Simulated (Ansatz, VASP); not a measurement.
## ZnSe7 in VASP and in Ansatz

```
Zn Se
1.0
     3.62121   -3.30862    0.00000
     3.62121    3.30862    0.00000
     0.00000    0.00000    7.34610
Zn Se
1 7
Cartesian
  3.6212 0.0000 0.0000
  3.6212 -1.6952 3.6730
  3.6212 1.6952 3.6730
  1.8106 1.6543 1.7037
  1.8106 -1.6543 5.6424
  1.8106 1.6543 5.6424
  1.8106 -1.6543 1.7037
  0.0000 0.0000 0.0000
```

Alike in both runs: functional PBE; k mesh 3 × 3 × 2; occupations gaussian, width 0.2 eV; no spin polarisation.

Ansatz relaxed the structure, and its values are those at the end. VASP's run is a single point on that final structure, the one shown.

```csv
,VASP,Ansatz
version,VASP 6.6.1,Ansatz 0.2.0
potentials or method,"VASP PAW PBE potentials, release 64 (Zn, Se), cutoff 520 eV","scalar-relativistic, plane waves, PAW"
valence electrons in the cell,54,124
```

|  | VASP | Ansatz | Ansatz less VASP |
| --- | --- | --- | --- |
| gap on the k mesh at the Fermi level (eV) | none | none | - |
| pressure (GPa) | 0.0 | 0.0 | -0.04 |
| rms of the force components (eV/Å) | 0.005 | 0.005 | +0.0002 |

A gap of «none» marks a metal or a gap that the smearing closes. VASP's potentials hold 54 valence electrons a cell and Ansatz's 124, so a difference there can come from the potentials and not from the codes.

The k mesh is coarse, so the values compare programs but aren't converged.
